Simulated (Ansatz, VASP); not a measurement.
Two plane-wave programs on GaP

The input POSCAR:

```
GaP
1.0
    0.0000000000      2.8344152589      2.6306866610
    2.8344152589      0.0000000000      2.6306866610
    2.8344152589      2.8344152589      0.0000000000
Ga P
1 1
Direct
    0.0000000000      0.0000000000      0.0000000000
    0.2500000000      0.2500000000      0.2500000000
```

File INCAR.step1:

```
ALGO = Normal
EDIFF = 1E-4
ENCUT = 520
GGA = PE
ISMEAR = 0
LASPH = T
LCHARG = F
LREAL = F
LWAVE = T
NBANDS = 16
NELM = 80
PREC = Accurate
SIGMA = 0.01
```

INCAR.step2

```
ALGO = Normal
EDIFF = 1E-6
ENCUT = 520
ISIF = 2
ISMEAR = 0
ISTART = 1
LASPH = T
LCHARG = T
LELF = T
LMIXTAU = T
LREAL = F
LVHAR = T
LWAVE = F
METAGGA = R2SCAN
NBANDS = 16
NELM = 80
PREC = Accurate
SIGMA = 0.01
```

KPOINTS

```
k-points
0
Gamma
  8 8 8
```

Input for Ansatz:

```yaml
crystal:
  lattice:
    - [0.0, 2.8344152589, 2.630686661]
    - [2.8344152589, 0.0, 2.630686661]
    - [2.8344152589, 2.8344152589, 0.0]
  atoms:
    - { symbol: Ga, position: [0.0, 0.0, 0.0] }
    - { symbol: P, position: [0.25, 0.25, 0.25] }
kpoints:
  mp_grid: { grid: [8, 8, 8] }
  band_path:
    path:
      - [0.0, 0.0, 0.0]
      - [-0.5, -0.5, 0.0]
      - [-0.375, -0.375, 0.25]
      - [-0.375, 0.0, 0.375]
      - [0.0, 0.0, 0.5]
      - [-0.5, -0.25, 0.25]
      - [0.411458, 0.411458, 0.0]
    npoints: 1
hamiltonian:
  xc: r2scan
scf:
  occupations: { method: fixed }
  n_extra_bands: 4
output:
  forces: true
  stress: true
  eigenvalues: true
```

Change from the starting cell: epitaxial_xy strain +4.0%.

Alike in both runs: task single point; functional r2SCAN; k mesh 8 × 8 × 8; no spin polarisation.

|  | VASP | Ansatz |
| --- | --- | --- |
| version | VASP 6.6.1 | Ansatz 0.2.0 |
| potentials or method | VASP PAW PBE potentials, release 64 (Ga_d, P) | plane waves, PAW |
| plane-wave cutoff (eV) | 520 | 500 |
| occupations | gaussian, width 0.01 eV | fixed |
| valence electrons in the cell | 18 | 18 |

Ansatz gave:

* gap on the k mesh at the Fermi level (eV): 1.24
* pressure (GPa): -3.5
* traceless stress, the component that is largest in VASP (GPa): 3.52

Question: What did VASP give for the same quantities?

Answer: gap on the k mesh at the Fermi level (eV): 1.25; pressure (GPa): -3.6; traceless stress, the component that is largest in VASP (GPa): 3.54.

VASP's potentials were made for PBE, not for r2SCAN.
